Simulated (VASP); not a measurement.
Input of a VASP 6.6.1 run:

File POSCAR:

```
Na
1.0
    0.0000000000      2.6586427899      2.6586427899
    2.6586427899      0.0000000000      2.6586427899
    2.6586427899      2.6586427899      0.0000000000
Na
1
Direct
    0.0000000000      0.0000000000      0.0000000000
```

Contents of INCAR.step1:

```
ALGO     = Normal         # electronic algorithm
EDIFF    = 1E-4           # SCF threshold, eV
ENCUT    = 520            # plane-wave cutoff, eV
GGA      = PE             # functional
ISMEAR   = 0              # smearing method
LASPH    = T              # aspherical terms in the spheres
LCHARG   = F              # write CHGCAR
LREAL    = F              # projectors in reciprocal space
LWAVE    = T              # write WAVECAR
NBANDS   = 10             # bands
NELM     = 60             # most SCF steps
PREC     = Accurate       # precision mode
SIGMA    = 0.1            # smearing width, eV
```

Contents of INCAR.step2:

```
ALGO     = Normal         # electronic algorithm
EDIFF    = 1E-7           # SCF threshold, eV
ENCUT    = 520            # plane-wave cutoff, eV
ISIF     = 2              # what is computed and relaxed
ISMEAR   = 0              # smearing method
ISTART   = 1            
LASPH    = T              # aspherical terms in the spheres
LCHARG   = F              # write CHGCAR
LMIXTAU  = T            
LREAL    = F              # projectors in reciprocal space
LWAVE    = F              # write WAVECAR
METAGGA  = R2SCAN         # meta-GGA
NBANDS   = 10             # bands
NELM     = 60             # most SCF steps
PREC     = Accurate       # precision mode
SIGMA    = 0.1            # smearing width, eV
```

The input KPOINTS:

```
k-points
0
Gamma
  14 14 14
```

Potentials or basis: VASP PAW PBE potentials, release 64 (Na_pv).

Command:

```sh
$ cat potpaw_PBE.64/Na_pv/POTCAR > POTCAR
$ cp INCAR.step1 INCAR
$ mpirun -np 1 vasp_std > vasp.out
$ cp INCAR.step2 INCAR
$ mpirun -np 1 vasp_std > vasp.out
```

Predict the band gap on the k mesh.

zero (an odd number of electrons rules out a gap without spin polarisation).

Estimate the pressure.

0.0 GPa.

Caveat: the PAW data sets were made with another functional, which shifts forces and pressure a little.
